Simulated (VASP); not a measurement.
# W (Im-3m) in VASP: notebook

W is run at these levels: PBE; tasks: single point, relaxation of cell and atoms.

Program: VASP 6.6.1. These are calculated values, not measurements. Logs are shortened: lines on timing, memory, paths and dates and some standing lists are left out, and cuts for length are marked.

## (1) The cell of the first run

The structure is cubic, space group Im-3m (No. 229). The conventional cell has a = 3.184 Å, b = 3.184 Å, c = 3.184 Å, α = 90.00°, β = 90.00°, γ = 90.00°. W (site symmetry m-3m) has 14 W at 2.76 to 3.18 Å within 3.6 Å.

## (2) Single point, PBE

INCAR

```
SYSTEM = W
ALGO     = Normal         ! electronic algorithm
EDIFF    = 1E-7           ! SCF threshold, eV
ENCUT    = 520            ! plane-wave cutoff, eV
GGA      = PE             ! functional
ISIF     = 2              ! what is computed and relaxed
ISMEAR   = -1             ! smearing method
LASPH    = .True.         ! aspherical terms in the spheres
LCHARG   = .True.         ! write CHGCAR
LELF     = .True.         ! ELF
LREAL    = .False.        ! projectors in reciprocal space
LVHAR    = .True.       
LWAVE    = .False.        ! write WAVECAR
NBANDS   = 13             ! bands
NELM     = 100            ! most SCF steps
PREC     = Accurate       ! precision mode
SIGMA    = 0.1            ! smearing width, eV
```

KPOINTS

```
k-points
0
Gamma
  14 14 14
  0 0 0
```

POSCAR

```
W
1.0
   -1.5921723370      1.5921723370      1.5921723370
    1.5921723370     -1.5921723370      1.5921723370
    1.5921723370      1.5921723370     -1.5921723370
W
1
Direct
    0.0000000000      0.0000000000      0.0000000000
```

Potentials or basis: VASP PAW PBE potentials, release 64 (W_sv).

Run with:

```sh
cat potpaw_PBE.64/W_sv/POTCAR > POTCAR
mpirun -np 1 vasp_std > vasp.out
```

OUTCAR:

```text
SYSTEM = W
   EDIFF = 1E-7
   ENCUT = 520
   GGA = PE
   ISIF = 2
   ISMEAR = -1
   LASPH = .True.
   LREAL = .False.
   NELM = 100
   PREC = Accurate

 ion  position               nearest neighbor table
   1  0.000  0.000  0.000-

  LATTYP: Found a body centered cubic cell.
 ALAT       =     3.1843446740

  Lattice vectors:

 A1 = (  -1.5921723370,   1.5921723370,   1.5921723370)
 A2 = (   1.5921723370,  -1.5921723370,   1.5921723370)
 A3 = (   1.5921723370,   1.5921723370,  -1.5921723370)

Analysis of symmetry for initial positions (statically):
=====================================================================
 Subroutine PRICEL returns:
 Original cell was already a primitive cell.

 Routine SETGRP: Setting up the symmetry group for a
 body centered cubic supercell.

 Subroutine GETGRP returns: Found 48 space group operations
 (whereof 48 operations were pure point group operations)
 out of a pool of 48 trial point group operations.

The static configuration has the point symmetry O_h .

Analysis of symmetry for dynamics (positions and initial velocities):
=====================================================================
 Subroutine PRICEL returns:
 Original cell was already a primitive cell.

 Routine SETGRP: Setting up the symmetry group for a
 body centered cubic supercell.

 Subroutine GETGRP returns: Found 48 space group operations
 (whereof 48 operations were pure point group operations)
 out of a pool of 48 trial point group operations.

The dynamic configuration has the point symmetry O_h .

 Subroutine INISYM returns: Found 48 space group operations
 (whereof 48 operations are pure point group operations),
 and found     1 'primitive' translations

----------------------------------------------------------------------------------------

                                     Primitive cell

  volume of cell :      16.1447

  direct lattice vectors                    reciprocal lattice vectors
    -1.592172337  1.592172337  1.592172337     0.000000000  0.314036357  0.314036357
     1.592172337 -1.592172337  1.592172337     0.314036357  0.000000000  0.314036357
     1.592172337  1.592172337 -1.592172337     0.314036357  0.314036357  0.000000000

  length of vectors
     2.757723382  2.757723382  2.757723382     0.444114475  0.444114475  0.444114475

  position of ions in fractional coordinates (direct lattice)
     0.000000000  0.000000000  0.000000000

  ion indices of the primitive-cell ions
   primitive index   ion index
                 1           1

----------------------------------------------------------------------------------------

 KPOINTS: k-points

Automatic generation of k-mesh.
 Grid dimensions read from file:
 generate k-points for:   14   14   14

 Generating k-lattice:

  Cartesian coordinates                     Fractional coordinates (reciprocal lattice)
     0.000000000  0.022431168  0.022431168     0.071428571  0.000000000  0.000000000
     0.022431168  0.000000000  0.022431168     0.000000000  0.071428571  0.000000000
     0.022431168  0.022431168  0.000000000     0.000000000  0.000000000  0.071428571

  Length of vectors
     0.031722462  0.031722462  0.031722462

  Shift w.r.t. Gamma in fractional coordinates (k-lattice)
     0.000000000  0.000000000  0.000000000

 Subroutine IBZKPT returns following result:
 ===========================================

 Found    104 irreducible k-points:

 Following reciprocal coordinates:
            Coordinates               Weight
  0.000000  0.000000  0.000000      1.000000
  0.071429  0.000000  0.000000     12.000000
  0.142857  0.000000  0.000000     12.000000
  0.214286  0.000000  0.000000     12.000000
  0.285714  0.000000  0.000000     12.000000
  0.357143  0.000000  0.000000     12.000000
[... 16 lines left out ...]
  0.285714  0.285714  0.000000     24.000000
  0.357143  0.285714 -0.000000     24.000000
 [... further k-points ...]
   k-points           NKPTS =    104   k-points in BZ     NKDIM =    104   number of bands    NBANDS=     13
   number of dos      NEDOS =    301   number of ions     NIONS =      1
   total plane-waves  NPLWV =  13824
   dimension x,y,z NGX =    24 NGY =   24 NGZ =   24
   dimension x,y,z NGXF=    48 NGYF=   48 NGZF=   48
   ions per type =               1
   NGX,Y,Z   is equivalent  to a cutoff of  14.47, 14.47, 14.47 a.u.
   NGXF,Y,Z  is equivalent  to a cutoff of  28.94, 28.94, 28.94 a.u.
 SYSTEM =  W
   PREC   = accura    normal or accurate (medium, high low for compatibility)
   ISTART =      0    job   : 0-new  1-cont  2-samecut
   ICHARG =      2    charge: 1-file 2-atom 10-const
   ISPIN  =      1    spin polarized calculation?
   LNONCOLLINEAR =      F non collinear calculations
   LSORBIT =      F    spin-orbit coupling
   LASPH  =      T    aspherical Exc in radial PAW
   ENCUT  =  520.0 eV  38.22 Ry    6.18 a.u.   5.13  5.13  5.13*2*pi/ulx,y,z
   NELM   =    100;   NELMIN=  2; NELMDL= -5     # of ELM steps
   EDIFF  = 0.1E-06   stopping-criterion for ELM
   LREAL  =      F    real-space projection
   EDIFFG = 0.1E-05   stopping-criterion for IOM
   NSW    =      0    number of steps for IOM
   IBRION =     -1    ionic relax: 0-MD 1-quasi-New 2-CG
   NFREE  =      0    steps in history (QN), initial steepest desc. (CG)
   ISIF   =      2    stress and relaxation
   ISYM   =      2    0-nonsym 1-usesym 2-fastsym
   POTIM  = 0.5000    time-step for ionic-motion
   TEBEG  =    0.0;   TEEND  =   0.0 temperature during run
   PSTRESS=    0.0 pullay stress
   NELECT =      14.0000    total number of electrons
   NUPDOWN=      -1.0000    fix difference up-down
   EMIN   =  10.00;   EMAX   =-10.00  energy-range for DOS
   EFERMI =   0.00;   METHOD = LEGACY
   ISMEAR =    -1;   SIGMA  =   0.10  broadening in eV -4-tet -1-fermi 0-gaus
   EFERMI_NEDOS =   21; number of points for ismear=-14 and -15
   IALGO  =     38    algorithm
   IMIX   =      4    mixing-type and parameters
     AMIX     =   0.40;   BMIX     =  1.00
     AMIX_MAG =   1.60;   BMIX_MAG =  1.00
  volume/ion in A,a.u.               =      16.14       108.95
  Fermi-wavevector in a.u.,A,eV,Ry     =   1.561136  2.950119 33.159384  2.437146
  Thomas-Fermi vector in A             =   2.664246
   LORBIT       =      0    0 simple, 1 ext, 2 COOP (PROOUT), +10 PAW based schemes
   GGA     = PE    functional components
   LHFCALC =     F    Hartree Fock is set to
   AEXX    =    0.0000 exact exchange contribution
   IVDW    =     0    specifies the selected vdW correction
   LEPSILON=     F    determine dielectric tensor
   LRPA    =     F    only Hartree local field effects (RPA)
 non-spin polarized calculation
  energy-cutoff  :      520.00
  volume of cell :       16.14
 maximum number of plane-waves:       466
 NGX is ok and might be reduce to    24
   NGX = 11   NGY = 11   NGZ = 11

 number of electron      14.0000002 magnetization

 Free energy of the ion-electron system (eV)
  ---------------------------------------------------
  ext. energy  EPLUGINS =         0.00000000
  ---------------------------------------------------
  free energy    TOTEN  =       -12.95759100 eV

  energy without entropy =      -12.93881004  energy(sigma->0) =      -12.94820052

 E-fermi :  11.2365     XC(G=0): -13.5381

 val. band max:       11.1936590440   @ k =   0.5000   0.5000   0.2143
 cond. band min:      11.2703816114   @ k =  -0.4286   0.5000   0.2857
 fundamental gap:      0.0767225674
 Fermi energy:        11.2365239858

 k-point     1 :       0.0000    0.0000    0.0000
  band No.  band energies     occupation
      1     -63.0326      2.00000
      2     -26.6205      2.00000
      3     -26.6205      2.00000
      4     -26.6205      2.00000
      5       1.6448      2.00000
      6       9.9787      1.99999
      7       9.9787      1.99999
      8       9.9787      1.99999
      9      13.3964      0.00000
     10      13.3964      0.00000
     11      25.6558      0.00000
     12      25.6558      0.00000
     13      25.6558      0.00000

 k-point     2 :       0.0714    0.0000    0.0000
  band No.  band energies     occupation
      1     -63.0266      2.00000
      2     -26.6852      2.00000
      3     -26.6408      2.00000
      4     -26.6208      2.00000
      5       1.8858      2.00000
      6       9.8334      2.00000
      7       9.9436      2.00000
      8      10.2112      1.99993
      9      13.1715      0.00000
     10      13.3985      0.00000
     11      25.8574      0.00000
     12      26.0664      0.00000
     13      26.2317      0.00000

 k-point     3 :       0.1429    0.0000    0.0000
  band No.  band energies     occupation
      1     -63.0096      2.00000
      2     -26.8634      2.00000
      3     -26.6972      2.00000
      4     -26.6216      2.00000
      5       2.5643      2.00000
      6       9.4513      2.00000
      7       9.7760      2.00000
      8      10.8962      1.93563
      9      12.7913      0.00000
     10      13.4228      0.00000
     11      26.2766      0.00000
     12      27.2393      0.00000
     13      27.5165      0.00000
[... 305 lines left out ...]
 k-point    23 :       0.2857    0.2857    0.0000
  band No.  band energies     occupation
      1     -62.8982      2.00000
      2     -27.5977      2.00000
      3     -27.2768      2.00000
      4     -26.7661      2.00000
      5       6.7159      2.00000
      6       8.0725      2.00000
      7       9.0273      2.00000
      8      13.3668      0.00000
      9      14.1871      0.00000
     10      19.7297      0.00000
     11      20.3116      0.00000
     12      24.2561      0.00000
     13      27.6295      0.00000

 k-point    24 :       0.3571    0.2857   -0.0000
  band No.  band energies     occupation
      1     -62.8944      2.00000
      2     -27.5516      2.00000
      3     -27.3669      2.00000
      4     -26.7726      2.00000
      5       6.8198      2.00000
      6       8.2298      2.00000
      7       8.9117      2.00000
      8      13.6112      0.00000
      9      14.1907      0.00000
     10      19.3259      0.00000
     11      21.1696      0.00000
     12      23.2018      0.00000
     13      28.0914      0.00000

 [... further k-points ...]

------------------------ aborting loop because EDIFF is reached ----------------------------------------

  FORCE on cell =-STRESS in cart. coord.  units (eV):
  Direction    XX          YY          ZZ          XY          YZ          ZX
  --------------------------------------------------------------------------------------
  -------------------------------------------------------------------------------------
  Total        0.0511273      0.0511273      0.0511273      0.0000000      0.0000000     -0.0000000
  in kB        5.0737988      5.0737988      5.0737988      0.0000000      0.0000000     -0.0000000
  external PRESSURE =       5.0737988 kB  Pullay stress =       0.0000000 kB

 VOLUME and BASIS-vectors are now :
 -----------------------------------------------------------------------------
  energy-cutoff  :      520.00
  volume of cell :       16.14
      direct lattice vectors                 reciprocal lattice vectors
    -1.592172337  1.592172337  1.592172337     0.000000000  0.314036357  0.314036357
     1.592172337 -1.592172337  1.592172337     0.314036357  0.000000000  0.314036357
     1.592172337  1.592172337 -1.592172337     0.314036357  0.314036357  0.000000000

 POSITION                                       TOTAL-FORCE (eV/Angst)
 -----------------------------------------------------------------------------------
      0.00000      0.00000      0.00000         0.000000     -0.000000     -0.000000
 -----------------------------------------------------------------------------------
    total drift:                               -0.000000     -0.000000      0.000000

  FREE ENERGIE OF THE ION-ELECTRON SYSTEM (eV)
  ---------------------------------------------------
  free  energy   TOTEN  =       -12.9575910033 eV

  energy  without entropy=      -12.9388100388  energy(sigma->0) =      -12.94820052
```

It took 46 s on 1 thread of AMD EPYC 7R13, shared host; peak memory 0.12 GiB.

What came out:

| Item | Value |
| --- | --- |
| Free energy | -12.9576 eV |
| Pressure | 0.5 GPa |
| Band gap on the k mesh | zero (band 7 reaches 16.21 eV, above the bottom of band 8 at 9.98 eV) |

Caveat: spin-orbit coupling is left out, which moves the levels of the heavy elements.

[end of part 1 of 2]
